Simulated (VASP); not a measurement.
# Ce (Pm-3m) in VASP: single point with PBE

Aim: the single point of Ce with PBE.

Everything below comes from runs of VASP 6.6.1. Logs are shortened: lines on timing, memory, paths and dates and some standing lists are left out, and cuts for length are marked.

**1. The cell of the first run**

The structure is cubic, space group Pm-3m (No. 221). The conventional cell has a = 2.940 Å, b = 2.940 Å, c = 2.940 Å, α = 90.00°, β = 90.00°, γ = 90.00°. Ce (site symmetry m-3m) has 6 Ce at 2.94 Å within 3.9 Å.

**2. Single point, PBE**

Contents of INCAR:

```
SYSTEM = Ce
ALGO = Normal ; EDIFF = 1E-6
ENCUT = 520 ; GGA = PE
ISIF = 2 ; ISMEAR = -1
LASPH = .True. ; LCHARG = .True.
LELF = .True. ; LREAL = .False.
LVHAR = .True. ; LWAVE = .False.
NBANDS = 12 ; NELM = 80
PREC = Accurate ; SIGMA = 0.13605693000000002
```

Contents of KPOINTS:

```
k-points
0
Gamma
  11 11 11
  0 0 0
```

Contents of POSCAR:

```
Ce
1.0
    2.9398772065      0.0000000000      0.0000000000
    0.0000000000      2.9398772065      0.0000000000
    0.0000000000      0.0000000000      2.9398772065
Ce
1
Direct
    0.0000000000      0.0000000000      0.0000000000
```

Potentials or basis: VASP PAW PBE potentials, release 64 (Ce).

On the command line:

```
> cat potpaw_PBE.64/Ce/POTCAR > POTCAR
> mpirun -np 1 vasp_std > vasp.out
```

OUTCAR:

```text
SYSTEM = Ce
   EDIFF = 1E-6
   ENCUT = 520
   GGA = PE
   ISIF = 2
   ISMEAR = -1
   LASPH = .True.
   LREAL = .False.
   NELM = 80
   PREC = Accurate

 ion  position               nearest neighbor table
   1  0.000  0.000  0.000-

  LATTYP: Found a simple cubic cell.
 ALAT       =     2.9398772065

  Lattice vectors:

 A1 = (   2.9398772065,   0.0000000000,   0.0000000000)
 A2 = (   0.0000000000,   2.9398772065,   0.0000000000)
 A3 = (   0.0000000000,   0.0000000000,   2.9398772065)

Analysis of symmetry for initial positions (statically):
=====================================================================
 Subroutine PRICEL returns:
 Original cell was already a primitive cell.

 Routine SETGRP: Setting up the symmetry group for a
 simple cubic supercell.

 Subroutine GETGRP returns: Found 48 space group operations
 (whereof 48 operations were pure point group operations)
 out of a pool of 48 trial point group operations.

The static configuration has the point symmetry O_h .

Analysis of symmetry for dynamics (positions and initial velocities):
=====================================================================
 Subroutine PRICEL returns:
 Original cell was already a primitive cell.

 Routine SETGRP: Setting up the symmetry group for a
 simple cubic supercell.

 Subroutine GETGRP returns: Found 48 space group operations
 (whereof 48 operations were pure point group operations)
 out of a pool of 48 trial point group operations.

The dynamic configuration has the point symmetry O_h .

 Subroutine INISYM returns: Found 48 space group operations
 (whereof 48 operations are pure point group operations),
 and found     1 'primitive' translations

----------------------------------------------------------------------------------------

                                     Primitive cell

  volume of cell :      25.4090

  direct lattice vectors                    reciprocal lattice vectors
     2.939877206  0.000000000  0.000000000     0.340150261  0.000000000  0.000000000
     0.000000000  2.939877206  0.000000000     0.000000000  0.340150261  0.000000000
     0.000000000  0.000000000  2.939877206     0.000000000  0.000000000  0.340150261

  length of vectors
     2.939877206  2.939877206  2.939877206     0.340150261  0.340150261  0.340150261

  position of ions in fractional coordinates (direct lattice)
     0.000000000  0.000000000  0.000000000

  ion indices of the primitive-cell ions
   primitive index   ion index
                 1           1

----------------------------------------------------------------------------------------

 KPOINTS: k-points

Automatic generation of k-mesh.
 Grid dimensions read from file:
 generate k-points for:   11   11   11

 Generating k-lattice:

  Cartesian coordinates                     Fractional coordinates (reciprocal lattice)
     0.030922751  0.000000000  0.000000000     0.090909091  0.000000000  0.000000000
     0.000000000  0.030922751  0.000000000     0.000000000  0.090909091  0.000000000
     0.000000000  0.000000000  0.030922751     0.000000000  0.000000000  0.090909091

  Length of vectors
     0.030922751  0.030922751  0.030922751

  Shift w.r.t. Gamma in fractional coordinates (k-lattice)
     0.000000000  0.000000000  0.000000000

 Subroutine IBZKPT returns following result:
 ===========================================

 Found     56 irreducible k-points:

 Following reciprocal coordinates:
            Coordinates               Weight
  0.000000  0.000000  0.000000      1.000000
  0.090909  0.000000  0.000000      6.000000
  0.181818  0.000000  0.000000      6.000000
  0.272727  0.000000  0.000000      6.000000
  0.363636  0.000000  0.000000      6.000000
  0.454545  0.000000  0.000000      6.000000
[... 16 lines left out ...]
  0.181818  0.090909  0.090909     24.000000
  0.272727  0.090909  0.090909     24.000000
 [... further k-points ...]
   k-points           NKPTS =     56   k-points in BZ     NKDIM =     56   number of bands    NBANDS=     12
   number of dos      NEDOS =    301   number of ions     NIONS =      1
   total plane-waves  NPLWV =  13824
   dimension x,y,z NGX =    24 NGY =   24 NGZ =   24
   dimension x,y,z NGXF=    48 NGYF=   48 NGZF=   48
   ions per type =               1
   NGX,Y,Z   is equivalent  to a cutoff of  13.57, 13.57, 13.57 a.u.
   NGXF,Y,Z  is equivalent  to a cutoff of  27.14, 27.14, 27.14 a.u.
 SYSTEM =  Ce
   PREC   = accura    normal or accurate (medium, high low for compatibility)
   ISTART =      0    job   : 0-new  1-cont  2-samecut
   ICHARG =      2    charge: 1-file 2-atom 10-const
   ISPIN  =      1    spin polarized calculation?
   LNONCOLLINEAR =      F non collinear calculations
   LSORBIT =      F    spin-orbit coupling
   LASPH  =      T    aspherical Exc in radial PAW
   ENCUT  =  520.0 eV  38.22 Ry    6.18 a.u.   5.47  5.47  5.47*2*pi/ulx,y,z
   NELM   =     80;   NELMIN=  2; NELMDL= -5     # of ELM steps
   EDIFF  = 0.1E-05   stopping-criterion for ELM
   LREAL  =      F    real-space projection
   EDIFFG = 0.1E-04   stopping-criterion for IOM
   NSW    =      0    number of steps for IOM
   IBRION =     -1    ionic relax: 0-MD 1-quasi-New 2-CG
   NFREE  =      0    steps in history (QN), initial steepest desc. (CG)
   ISIF   =      2    stress and relaxation
   ISYM   =      2    0-nonsym 1-usesym 2-fastsym
   POTIM  = 0.5000    time-step for ionic-motion
   TEBEG  =    0.0;   TEEND  =   0.0 temperature during run
   PSTRESS=    0.0 pullay stress
   NELECT =      12.0000    total number of electrons
   NUPDOWN=      -1.0000    fix difference up-down
   EMIN   =  10.00;   EMAX   =-10.00  energy-range for DOS
   EFERMI =   0.00;   METHOD = LEGACY
   ISMEAR =    -1;   SIGMA  =   0.14  broadening in eV -4-tet -1-fermi 0-gaus
   EFERMI_NEDOS =   21; number of points for ismear=-14 and -15
   IALGO  =     38    algorithm
   IMIX   =      4    mixing-type and parameters
     AMIX     =   0.40;   BMIX     =  1.00
     AMIX_MAG =   1.60;   BMIX_MAG =  1.00
  volume/ion in A,a.u.               =      25.41       171.47
  Fermi-wavevector in a.u.,A,eV,Ry     =   1.274890  2.409193 22.114155  1.625345
  Thomas-Fermi vector in A             =   2.407633
   LORBIT       =      0    0 simple, 1 ext, 2 COOP (PROOUT), +10 PAW based schemes
   GGA     = PE    functional components
   LHFCALC =     F    Hartree Fock is set to
   AEXX    =    0.0000 exact exchange contribution
   IVDW    =     0    specifies the selected vdW correction
   LEPSILON=     F    determine dielectric tensor
   LRPA    =     F    only Hartree local field effects (RPA)
 non-spin polarized calculation
  energy-cutoff  :      520.00
  volume of cell :       25.41
 maximum number of plane-waves:       711
 NGX is ok and might be reduce to    24
   NGX = 11   NGY = 11   NGZ = 11

 number of electron      12.0000001 magnetization

 Free energy of the ion-electron system (eV)
  ---------------------------------------------------
  ext. energy  EPLUGINS =         0.00000000
  ---------------------------------------------------
  free energy    TOTEN  =        -5.67782931 eV

  energy without entropy =       -5.46883492  energy(sigma->0) =       -5.57333212

 E-fermi :   9.6729     XC(G=0): -11.4089

 val. band max:        9.6727103716   @ k =   0.1818   0.1818   0.0000
 cond. band min:       9.6876333640   @ k =   0.3636   0.2727   0.2727
 fundamental gap:      0.0149229924
 Fermi energy:         9.6729198367

 k-point     1 :       0.0000    0.0000    0.0000
  band No.  band energies     occupation
      1     -25.4155      2.00000
      2      -6.0049      2.00000
      3      -6.0049      2.00000
      4      -6.0049      2.00000
      5       7.2288      2.00000
      6       7.9616      1.99999
      7       7.9616      1.99999
      8      10.4909      0.00489
      9      10.4909      0.00489
     10      10.4909      0.00489
     11      10.9226      0.00021
     12      10.9226      0.00021

 k-point     2 :       0.0909    0.0000    0.0000
  band No.  band energies     occupation
      1     -25.3705      2.00000
      2      -6.4044      2.00000
      3      -5.9706      2.00000
      4      -5.9706      2.00000
      5       7.4669      2.00000
      6       8.0275      1.99999
      7       8.4401      1.99977
      8      10.4663      0.00585
      9      10.5089      0.00428
     10      10.5089      0.00428
     11      10.9272      0.00020
     12      10.9337      0.00019

 k-point     3 :       0.1818    0.0000    0.0000
  band No.  band energies     occupation
      1     -25.2455      2.00000
      2      -7.3605      2.00000
      3      -5.8770      2.00000
      4      -5.8770      2.00000
      5       7.8395      2.00000
      6       8.2168      1.99996
      7       9.7797      0.62648
      8      10.3906      0.01019
      9      10.5593      0.00296
     10      10.5593      0.00296
     11      10.9722      0.00014
     12      10.9724      0.00014
[... 286 lines left out ...]
 k-point    23 :       0.1818    0.0909    0.0909
  band No.  band energies     occupation
      1     -25.1555      2.00000
      2      -7.2797      2.00000
      3      -6.2447      2.00000
      4      -6.2177      2.00000
      5       8.5069      1.99962
      6       8.7930      1.99690
      7       9.8018      0.55875
      8      10.3554      0.01318
      9      10.4547      0.00637
     10      10.5977      0.00223
     11      10.7108      0.00097
     12      11.0558      0.00008

 k-point    24 :       0.2727    0.0909    0.0909
  band No.  band energies     occupation
      1     -24.9850      2.00000
      2      -8.3522      2.00000
      3      -6.1089      2.00000
      4      -6.0857      2.00000
      5       8.8263      1.99604
      6       9.0223      1.98338
      7      10.2074      0.03860
      8      10.4342      0.00740
      9      10.6135      0.00199
     10      10.6812      0.00121
     11      10.7242      0.00088
     12      11.0169      0.00010

 [... further k-points ...]
[... 5 lines left out ...]
  --------------------------------------------------------------------------------------
  -------------------------------------------------------------------------------------
  Total       -0.0772490     -0.0772490     -0.0772490      0.0000000      0.0000000      0.0000000
  in kB       -4.8709740     -4.8709740     -4.8709740      0.0000000      0.0000000      0.0000000
  external PRESSURE =      -4.8709740 kB  Pullay stress =       0.0000000 kB

 VOLUME and BASIS-vectors are now :
 -----------------------------------------------------------------------------
  energy-cutoff  :      520.00
  volume of cell :       25.41
      direct lattice vectors                 reciprocal lattice vectors
     2.939877206  0.000000000  0.000000000     0.340150261  0.000000000  0.000000000
     0.000000000  2.939877206  0.000000000     0.000000000  0.340150261  0.000000000
     0.000000000  0.000000000  2.939877206     0.000000000  0.000000000  0.340150261

 POSITION                                       TOTAL-FORCE (eV/Angst)
 -----------------------------------------------------------------------------------
      0.00000      0.00000      0.00000         0.000000      0.000000      0.000000
 -----------------------------------------------------------------------------------
    total drift:                               -0.000000      0.000000      0.000000

  FREE ENERGIE OF THE ION-ELECTRON SYSTEM (eV)
  ---------------------------------------------------
  free  energy   TOTEN  =        -5.6778293101 eV

  energy  without entropy=       -5.4688349203  energy(sigma->0) =       -5.57333212
```

Wall time 13 s (1 thread of Intel Xeon Platinum 8375C at 2.90GHz (Ice Lake), shared host); peak memory 0.15 GiB.

What came out:

* Free energy: -5.6778 eV
* Pressure: -0.5 GPa
* Band gap on the k mesh: zero (band 6 reaches 9.90 eV, above the bottom of band 7 at 7.87 eV)

Caveat: spin-orbit coupling is left out, which moves the levels of the heavy elements.
